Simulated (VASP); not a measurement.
# SrTe (Fm-3m) in VASP: a series of runs

The runs below take SrTe through relaxation of cell and atoms, single point, with r2SCAN, PBE.

All numbers are computed with VASP 6.6.1; they aren't measurements. Logs are shortened: lines on timing, memory, paths and dates and some standing lists are left out, and cuts for length are marked.

## Step 1: The cell of the first run

The structure is cubic, space group Fm-3m (No. 225). The conventional cell has a = 6.719 Å, b = 6.719 Å, c = 6.719 Å, α = 90.00°, β = 90.00°, γ = 90.00°. Within 4.4 Å of Sr (site symmetry m-3m) lie 6 Te at 3.36 Å. Te (site symmetry m-3m) has 6 Sr at 3.36 Å within 4.4 Å.

## Step 2: Relaxation of cell and atoms, r2SCAN

Input file POSCAR:

```
SrTe
1.0
    0.0000000000      3.3595006537      3.3595006537
    3.3595006537      0.0000000000      3.3595006537
    3.3595006537      3.3595006537      0.0000000000
Sr Te
1 1
Direct
    0.0000000000      0.0000000000      0.0000000000
    0.5000000000      0.5000000000      0.5000000000
```

Input file INCAR.step1:

```
PREC     = Accurate       # precision mode
ENCUT    = 550            # plane-wave cutoff, eV
ISMEAR   = -1             # smearing method
SIGMA    = 0.02           # smearing width, eV
LREAL    = F              # projectors in reciprocal space
LASPH    = T              # aspherical terms in the spheres
NELM     = 120            # most SCF steps
GGA      = PE             # functional
ALGO     = Normal         # electronic algorithm
EDIFF    = 1E-5           # SCF threshold, eV
LWAVE    = T              # write WAVECAR
LCHARG   = F              # write CHGCAR
GGA_COMPAT= F            
IBRION   = 2              # ionic algorithm
ISIF     = 3              # what is computed and relaxed
EDIFFG   = -0.005         # ionic threshold
NELMIN   = 4            
NSW      = 100            # ionic steps
```

Input file INCAR.step2:

```
PREC     = Accurate       # precision mode
ENCUT    = 550            # plane-wave cutoff, eV
EDIFF    = 1E-7           # SCF threshold, eV
ISMEAR   = -1             # smearing method
SIGMA    = 0.02           # smearing width, eV
LREAL    = F              # projectors in reciprocal space
LASPH    = T              # aspherical terms in the spheres
NELM     = 120            # most SCF steps
ALGO     = Normal         # electronic algorithm
ISIF     = 3              # what is computed and relaxed
LWAVE    = F              # write WAVECAR
LCHARG   = F              # write CHGCAR
METAGGA  = R2SCAN         # meta-GGA
LMIXTAU  = T            
IBRION   = 2              # ionic algorithm
NSW      = 80             # ionic steps
EDIFFG   = -0.005         # ionic threshold
ISTART   = 1            
GGA_COMPAT= F            
NELMIN   = 4
```

Input file KPOINTS:

```
Automatic mesh
0
Gamma
  6 6 6
```

Potentials or basis: VASP PAW PBE potentials, release 64 (Sr_sv, Te).

Run with:

```sh
cat potpaw_PBE.64/Sr_sv/POTCAR potpaw_PBE.64/Te/POTCAR > POTCAR
cp INCAR.step1 INCAR
mpirun -np 1 vasp_std > vasp.out
cp INCAR.step2 INCAR
mpirun -np 1 vasp_std > vasp.out
```

OUTCAR:

```text
PREC = Accurate
   ENCUT = 550
   EDIFF = 1E-7
   ISMEAR = -1
   LREAL = F
   LASPH = T
   NELM = 120
   ISIF = 3
   METAGGA = R2SCAN
   IBRION = 2
   NSW = 80
   EDIFFG = -0.005
   ISTART = 1
   NELMIN = 4

 ion  position               nearest neighbor table
   1  0.000  0.000  0.000-   2 3.36   2 3.36   2 3.36   2 3.36   2 3.36   2 3.36
   2  0.500  0.500  0.500-   1 3.36   1 3.36   1 3.36   1 3.36   1 3.36   1 3.36

  LATTYP: Found a face centered cubic cell.
 ALAT       =     6.7190013074

  Lattice vectors:

 A1 = (   0.0000000000,   3.3595006537,   3.3595006537)
 A2 = (   3.3595006537,   0.0000000000,   3.3595006537)
 A3 = (   3.3595006537,   3.3595006537,   0.0000000000)

Analysis of symmetry for initial positions (statically):
=====================================================================
 Subroutine PRICEL returns:
 Original cell was already a primitive cell.

 Routine SETGRP: Setting up the symmetry group for a
 face centered cubic supercell.

 Subroutine GETGRP returns: Found 48 space group operations
 (whereof 48 operations were pure point group operations)
 out of a pool of 48 trial point group operations.

The static configuration has the point symmetry O_h .

Analysis of symmetry for dynamics (positions and initial velocities):
=====================================================================
 Subroutine PRICEL returns:
 Original cell was already a primitive cell.

 Routine SETGRP: Setting up the symmetry group for a
 face centered cubic supercell.

 Subroutine GETGRP returns: Found 48 space group operations
 (whereof 48 operations were pure point group operations)
 out of a pool of 48 trial point group operations.

The dynamic configuration has the point symmetry O_h .

 Subroutine INISYM returns: Found 48 space group operations
 (whereof 48 operations are pure point group operations),
 and found     1 'primitive' translations

----------------------------------------------------------------------------------------

                                     Primitive cell

  volume of cell :      75.8323

  direct lattice vectors                    reciprocal lattice vectors
     0.000000000  3.359500654  3.359500654    -0.148831642  0.148831642  0.148831642
     3.359500654  0.000000000  3.359500654     0.148831642 -0.148831642  0.148831642
     3.359500654  3.359500654  0.000000000     0.148831642  0.148831642 -0.148831642

  length of vectors
     4.751051387  4.751051387  4.751051387     0.257783966  0.257783966  0.257783966

  position of ions in fractional coordinates (direct lattice)
     0.000000000  0.000000000  0.000000000
     0.500000000  0.500000000  0.500000000

  ion indices of the primitive-cell ions
   primitive index   ion index
                 1           1
                 2           2

----------------------------------------------------------------------------------------

 KPOINTS: Automatic mesh

Automatic generation of k-mesh.
 Grid dimensions read from file:
 generate k-points for:    6    6    6

 Generating k-lattice:

  Cartesian coordinates                     Fractional coordinates (reciprocal lattice)
    -0.024805274  0.024805274  0.024805274     0.166666667  0.000000000  0.000000000
     0.024805274 -0.024805274  0.024805274     0.000000000  0.166666667  0.000000000
     0.024805274  0.024805274 -0.024805274     0.000000000  0.000000000  0.166666667

  Length of vectors
     0.042963994  0.042963994  0.042963994

  Shift w.r.t. Gamma in fractional coordinates (k-lattice)
     0.000000000  0.000000000  0.000000000

 Subroutine IBZKPT returns following result:
 ===========================================

 Found     16 irreducible k-points:

 Following reciprocal coordinates:
            Coordinates               Weight
  0.000000  0.000000  0.000000      1.000000
  0.166667  0.000000  0.000000      8.000000
  0.333333  0.000000  0.000000      8.000000
  0.500000  0.000000  0.000000      4.000000
  0.166667  0.166667  0.000000      6.000000
  0.333333  0.166667  0.000000     24.000000
[... 8 lines left out ...]
 -0.333333  0.333333  0.166667     24.000000
 -0.333333  0.500000  0.166667     12.000000
   k-points           NKPTS =     16   k-points in BZ     NKDIM =     16   number of bands    NBANDS=     12
   number of dos      NEDOS =    301   number of ions     NIONS =      2
   total plane-waves  NPLWV =  46656
   dimension x,y,z NGX =    36 NGY =   36 NGZ =   36
   dimension x,y,z NGXF=    72 NGYF=   72 NGZF=   72
   ions per type =               1   1
   NGX,Y,Z   is equivalent  to a cutoff of  12.60, 12.60, 12.60 a.u.
   NGXF,Y,Z  is equivalent  to a cutoff of  25.19, 25.19, 25.19 a.u.
 SYSTEM =  unknown system
   PREC   = accura    normal or accurate (medium, high low for compatibility)
   ISTART =      1    job   : 0-new  1-cont  2-samecut
   ICHARG =      0    charge: 1-file 2-atom 10-const
   ISPIN  =      1    spin polarized calculation?
   LNONCOLLINEAR =      F non collinear calculations
   LSORBIT =      F    spin-orbit coupling
   LASPH  =      T    aspherical Exc in radial PAW
   ENCUT  =  550.0 eV  40.42 Ry    6.36 a.u.   9.09  9.09  9.09*2*pi/ulx,y,z
   NELM   =    120;   NELMIN=  4; NELMDL=  0     # of ELM steps
   EDIFF  = 0.1E-06   stopping-criterion for ELM
   LREAL  =      F    real-space projection
   EDIFFG = -.5E-02   stopping-criterion for IOM
   NSW    =     80    number of steps for IOM
   IBRION =      2    ionic relax: 0-MD 1-quasi-New 2-CG
   NFREE  =      1    steps in history (QN), initial steepest desc. (CG)
   ISIF   =      3    stress and relaxation
   ISYM   =      2    0-nonsym 1-usesym 2-fastsym
   POTIM  = 0.5000    time-step for ionic-motion
   TEBEG  =    0.0;   TEEND  =   0.0 temperature during run
   PSTRESS=    0.0 pullay stress
   NELECT =      16.0000    total number of electrons
   NUPDOWN=      -1.0000    fix difference up-down
   EMIN   =  10.00;   EMAX   =-10.00  energy-range for DOS
   EFERMI =   0.00;   METHOD = LEGACY
   ISMEAR =    -1;   SIGMA  =   0.02  broadening in eV -4-tet -1-fermi 0-gaus
   EFERMI_NEDOS =   21; number of points for ismear=-14 and -15
   IALGO  =     38    algorithm
   IMIX   =      4    mixing-type and parameters
     AMIX     =   0.40;   BMIX     =  1.00
     AMIX_MAG =   1.60;   BMIX_MAG =  1.00
  volume/ion in A,a.u.               =      37.92       255.87
  Fermi-wavevector in a.u.,A,eV,Ry     =   0.974608  1.841743 12.923648  0.949861
  Thomas-Fermi vector in A             =   2.105082
   LORBIT       =      0    0 simple, 1 ext, 2 COOP (PROOUT), +10 PAW based schemes
   METAGGA = R2SCAN    functional components
   LHFCALC =     F    Hartree Fock is set to
   AEXX    =    0.0000 exact exchange contribution
   IVDW    =     0    specifies the selected vdW correction
   LEPSILON=     F    determine dielectric tensor
   LRPA    =     F    only Hartree local field effects (RPA)
 conjugate gradient relaxation of ions
 non-spin polarized calculation
  energy-cutoff  :      550.00
  volume of cell :       75.83
 maximum number of plane-waves:      2252
   NGX = 19   NGY = 19   NGZ = 19

--------------------------------------- Ionic step        1  -------------------------------------------

 number of electron      16.0000000 magnetization

 Free energy of the ion-electron system (eV)
  ---------------------------------------------------
  ext. energy  EPLUGINS =         0.00000000
  ---------------------------------------------------
  free energy    TOTEN  =       -44.59696230 eV

  energy without entropy =      -44.59696230  energy(sigma->0) =      -44.59696230

------------------------ aborting loop because EDIFF is reached ----------------------------------------

  FORCE on cell =-STRESS in cart. coord.  units (eV):
  Direction    XX          YY          ZZ          XY          YZ          ZX
  --------------------------------------------------------------------------------------
  -------------------------------------------------------------------------------------
  Total       -0.0512337     -0.0512337     -0.0512337      0.0000000     -0.0000000      0.0000000
  in kB       -1.0824601     -1.0824601     -1.0824601      0.0000000     -0.0000000      0.0000000
  external PRESSURE =      -1.0824601 kB  Pullay stress =       0.0000000 kB

 VOLUME and BASIS-vectors are now :
 -----------------------------------------------------------------------------
  energy-cutoff  :      550.00
  volume of cell :       75.83
      direct lattice vectors                 reciprocal lattice vectors
     0.000000000  3.359500654  3.359500654    -0.148831642  0.148831642  0.148831642
     3.359500654  0.000000000  3.359500654     0.148831642 -0.148831642  0.148831642
     3.359500654  3.359500654  0.000000000     0.148831642  0.148831642 -0.148831642
[... 37 lines left out ...]
 POSITION                                       TOTAL-FORCE (eV/Angst)
 -----------------------------------------------------------------------------------
      6.71070      6.71070      6.71070         0.000000     -0.000000      0.000000
      3.35535      3.35535      3.35535        -0.000000      0.000000     -0.000000
 -----------------------------------------------------------------------------------
    total drift:                                0.000000      0.000000      0.000000

  FREE ENERGIE OF THE ION-ELECTRON SYSTEM (eV)
  ---------------------------------------------------
  free  energy   TOTEN  =       -44.5970332966 eV

  energy  without entropy=      -44.5970332966  energy(sigma->0) =      -44.59703330

--------------------------------------- Ionic step        3  -------------------------------------------

 number of electron      16.0000000 magnetization

 Free energy of the ion-electron system (eV)
  ---------------------------------------------------
  ext. energy  EPLUGINS =         0.00000000
  ---------------------------------------------------
  free energy    TOTEN  =       -44.59703706 eV

  energy without entropy =      -44.59703706  energy(sigma->0) =      -44.59703706

 E-fermi :   2.9858     XC(G=0):  -8.7920

 val. band max:        2.4665743641   @ k =   0.0000   0.0000   0.0000
 cond. band min:       4.6176492929   @ k =   0.5000   0.5000   0.0000
 fundamental gap:      2.1510749288
 Fermi energy:         2.9857839798

 k-point     1 :       0.0000    0.0000    0.0000
  band No.  band energies     occupation
      1     -33.4876      2.00000
      2     -14.8498      2.00000
      3     -14.8498      2.00000
      4     -14.8498      2.00000
      5      -7.7311      2.00000
      6       2.4666      2.00000
      7       2.4666      2.00000
      8       2.4666      2.00000
      9       5.9706      0.00000
     10       6.2096      0.00000
     11       6.2096      0.00000
     12       6.2096      0.00000

 k-point     2 :       0.1667    0.0000    0.0000
  band No.  band energies     occupation
      1     -33.4867      2.00000
      2     -14.8792      2.00000
      3     -14.8510      2.00000
      4     -14.8510      2.00000
      5      -7.5873      2.00000
      6       1.5042      2.00000
      7       2.1277      2.00000
      8       2.1277      2.00000
      9       6.1334      0.00000
     10       6.5695      0.00000
     11       6.5695      0.00000
     12       7.2469      0.00000
[... 230 lines left out ...]
 POSITION                                       TOTAL-FORCE (eV/Angst)
 -----------------------------------------------------------------------------------
      0.00000      0.00000      0.00000         0.000000     -0.000000      0.000000
      3.35617      3.35617      3.35617        -0.000000      0.000000     -0.000000
 -----------------------------------------------------------------------------------
    total drift:                                0.000000      0.000000      0.000000

  FREE ENERGIE OF THE ION-ELECTRON SYSTEM (eV)
  ---------------------------------------------------
  free  energy   TOTEN  =       -44.5970370561 eV

  energy  without entropy=      -44.5970370561  energy(sigma->0) =      -44.59703706

 reached required accuracy - stopping structural energy minimisation
```

Wall time 2.6 min (1 thread of AMD EPYC 9R45 (Zen 5), shared host); peak memory 0.2 GiB.

Results:

* Free energy: -44.5970 eV
* Relaxed volume: 37.80 Å³/atom
* Relaxed cell: a = 4.746 Å, b = 4.746 Å, c = 4.746 Å, α = 60.00°, β = 60.00°, γ = 60.00°
* Space group after relaxing (to 0.1 Å): Fm-3m (No. 225)
* Energy gained by relaxing: 0.0 meV/atom
* Ionic steps: 3
* Pressure after relaxing: 0.0 GPa
* Band gap on the k mesh: 2.15 eV (least direct gap 2.89 eV)

Final structure:
```
Sr Te
1.0
     0.00000    3.35617    3.35617
     3.35617    0.00000    3.35617
     3.35617    3.35617    0.00000
Sr Te
1 1
Direct
  0.00000 0.00000 0.00000
  0.50000 0.50000 0.50000
```

Levels at points of the mesh, in eV from the valence-band top:
| k point | band 5 | band 6 | band 7 | band 8 | band 9 | band 10 | band 11 | band 12 |
| --- | --- | --- | --- | --- | --- | --- | --- | --- |
| (0.00, 0.00, 0.00) | -10.20 | 0.00 | 0.00 | 0.00 | 3.50 | 3.74 | 3.74 | 3.74 |
| (0.50, 0.00, 0.00) | -9.57 | -2.75 | -1.06 | -1.06 | 4.36 | 5.70 | 5.87 | 5.87 |
| (0.50, 0.50, 0.00) | -9.74 | -1.97 | -0.74 | -0.74 | 2.15 | 4.52 | 5.32 | 6.67 |

Caveat: the PAW data sets were made with another functional, which shifts forces and pressure a little; spin-orbit coupling is left out, which moves the levels of the heavy elements. A k mesh can miss the band edges.

## Step 3: Single point, PBE, non-collinear spin, zero start, spin-orbit coupling

This run uses another cell than the first one, of 37.68 Å³/atom.

Input file INCAR:

```
PREC = Accurate ; ENCUT = 500
EDIFF = 1E-6 ; ISMEAR = 0
SIGMA = 0.01 ; LREAL = F
LASPH = T ; NELM = 200
ALGO = Normal ; ISIF = 2
LWAVE = F ; LCHARG = T
MAGMOM = 0 0 0 0 0 0 ; LORBIT = 11
LSORBIT = T ; GGA_COMPAT = F
LORBMOM = T ; GGA = PE
LVHAR = T ; NBANDS = 28
```

Input file KPOINTS:

```
regular mesh
0
Gamma
  6 6 6
```

Input file POSCAR:

```
SrTe
1.0
    0.0000000000      3.3526569095      3.3526569095
    3.3526569095      0.0000000000      3.3526569095
    3.3526569095      3.3526569095      0.0000000000
Sr Te
1 1
Direct
    0.0000000000      0.0000000000      0.0000000000
    0.5000000000      0.5000000000      0.5000000000
```

Potentials or basis: VASP PAW PBE potentials, release 64 (Sr_sv, Te).

Run with:

```sh
cat potpaw_PBE.64/Sr_sv/POTCAR potpaw_PBE.64/Te/POTCAR > POTCAR
mpirun -np 1 vasp_ncl > vasp.out
```

OUTCAR:

```text
PREC = Accurate
   ENCUT = 500
   EDIFF = 1E-6
   ISMEAR = 0
   LREAL = F
   LASPH = T
   NELM = 200
   ISIF = 2
   LORBIT = 11
   LSORBIT = T
   GGA = PE

 ion  position               nearest neighbor table
   1  0.000  0.000  0.000-   2 3.35   2 3.35   2 3.35   2 3.35   2 3.35   2 3.35
   2  0.500  0.500  0.500-   1 3.35   1 3.35   1 3.35   1 3.35   1 3.35   1 3.35

  LATTYP: Found a face centered cubic cell.
 ALAT       =     6.7053138190

  Lattice vectors:

 A1 = (   0.0000000000,   3.3526569095,   3.3526569095)
 A2 = (   3.3526569095,   0.0000000000,   3.3526569095)
[... 779 lines left out ...]
    -0.0000025    -0.0000006     0.0000000    -0.0000006     0.0000000
 l=   3
     0.0000000     0.0000000     0.0000000     0.0000000     0.0000000     0.0000000     0.0000000
     0.0000000     0.0000000     0.0000000     0.0000000     0.0000000     0.0000000     0.0000000
     0.0000000     0.0000000     0.0000000     0.0000000     0.0000000     0.0000000     0.0000000
     0.0000000     0.0000000     0.0000000     0.0000000     0.0000000     0.0000000     0.0000000
     0.0000000     0.0000000     0.0000000     0.0000000     0.0000000     0.0000000     0.0000000
     0.0000000     0.0000000     0.0000000     0.0000000     0.0000000     0.0000000     0.0000000
     0.0000000     0.0000000     0.0000000     0.0000000     0.0000000     0.0000000     0.0000000

 total charge

# of ion       s       p       d       tot
------------------------------------------
    1        2.009   5.790   0.184   7.982
    2        1.336   2.144   0.004   3.484
--------------------------------------------------
tot          3.345   7.934   0.188  11.467

 magnetization (x)

# of ion       s       p       d       tot
------------------------------------------
    1        0.000   0.000  -0.000  -0.000
    2        0.000  -0.000  -0.000  -0.000
--------------------------------------------------
tot          0.000  -0.000  -0.000  -0.000

 magnetization (y)

# of ion       s       p       d       tot
------------------------------------------
    1        0.000   0.000  -0.000  -0.000
    2       -0.000  -0.000  -0.000  -0.000
--------------------------------------------------
tot          0.000  -0.000  -0.000  -0.000

 magnetization (z)

# of ion       s       p       d       tot
------------------------------------------
    1        0.000   0.000  -0.000  -0.000
    2        0.000  -0.000  -0.000   0.000
--------------------------------------------------
tot          0.000   0.000  -0.000  -0.000
```

OSZICAR:

```text
N       E                     dE             d eps       ncg     rms          rms(c)
DAV:   1     0.796638208420E+02    0.79664E+02   -0.66432E+03   896   0.959E+02
DAV:   2    -0.235358059303E+01   -0.82017E+02   -0.77364E+02  1084   0.205E+02
DAV:   3    -0.825995292797E+01   -0.59064E+01   -0.58642E+01  1432   0.444E+01
DAV:   4    -0.854052994342E+01   -0.28058E+00   -0.27944E+00  1304   0.817E+00
DAV:   5    -0.854522616694E+01   -0.46962E-02   -0.46960E-02  1192   0.961E-01    0.221E+01
DAV:   6    -0.844093889841E+01    0.10429E+00   -0.17099E-01  1072   0.227E+00    0.134E+01
DAV:   7    -0.843490612210E+01    0.60328E-02   -0.64311E-02  1116   0.148E+00    0.808E+00
DAV:   8    -0.844484920592E+01   -0.99431E-02   -0.37702E-02  1168   0.137E+00    0.463E-01
DAV:   9    -0.844461080382E+01    0.23840E-03   -0.76452E-03  1136   0.401E-01    0.193E-01
DAV:  10    -0.844489810883E+01   -0.28731E-03   -0.53211E-04  1044   0.123E-01    0.114E-01
DAV:  11    -0.844502536682E+01   -0.12726E-03   -0.88228E-05   940   0.601E-02    0.293E-02
DAV:  12    -0.844504708636E+01   -0.21720E-04   -0.15696E-05  1080   0.203E-02    0.170E-02
DAV:  13    -0.844505513840E+01   -0.80520E-05   -0.89698E-06   908   0.172E-02    0.971E-03
DAV:  14    -0.844505502053E+01    0.11787E-06   -0.29889E-07   828   0.319E-03
   1 F= -.84450550E+01 E0= -.84450550E+01  d E =-.707748E-26  mag=    -0.0000    -0.0000     0.0000
```

It took 59 s on 1 thread of AMD EPYC 9R45 (Zen 5), shared host; peak memory 0.36 GiB.

What came out:

```yaml
Free_energy: -8.4451 eV
Pressure: 0.3 GPa
Net_moment: 0.00 μB per cell
Valence_electrons_inside_the_program's_atomic_spheres: Sr 7.98; Te 3.48
```

Moments on the atoms (μB; x, y, z):
```
Sr  0.00 0.00 0.00
Te  0.00 0.00 0.00
```
